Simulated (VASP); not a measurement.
The system is CoO.

```
Co O
1.0
    -1.50800    1.50800    2.10725
     1.50800   -1.50800    2.10725
     1.50800    1.50800   -2.10725
Co O
1 1
Cartesian
  0.0000 0.0000 0.0000
  0.0000 0.0000 2.1072
```

Base run:

- Program: VASP 6.6.1
- Functional: PBEsol
- Dispersion: D3(BJ)
- Potentials or basis: VASP PAW PBE potentials, release 64 (Co, O)
- Cutoff: 520 eV
- k mesh: 12 × 12 × 12
- Occupations: fermi-dirac, width 0.05 eV
- Spin: collinear spin, ferromagnetic start
- Starting moments: [2.0, 0.0] μB

Its results: pressure 32.2 GPa; net moment 2.92 μB per cell; site moments Co +2.56; O +0.31 μB.

The run is repeated on the same cell with these changes: dispersion from D3(BJ) to none. What comes out?

Pressure -9.6 GPa; net moment 2.92 μB per cell; site moments Co +2.56; O +0.31 μB.

Caveats: the PAW data sets were made with another functional, which shifts forces and pressure a little; a cell with one magnetic atom can't hold antiferromagnetic order, which such compounds often take; three body term missing (at least some runs); the cell stands under pressure (at least some runs); the cell stands under tension (at least some runs).
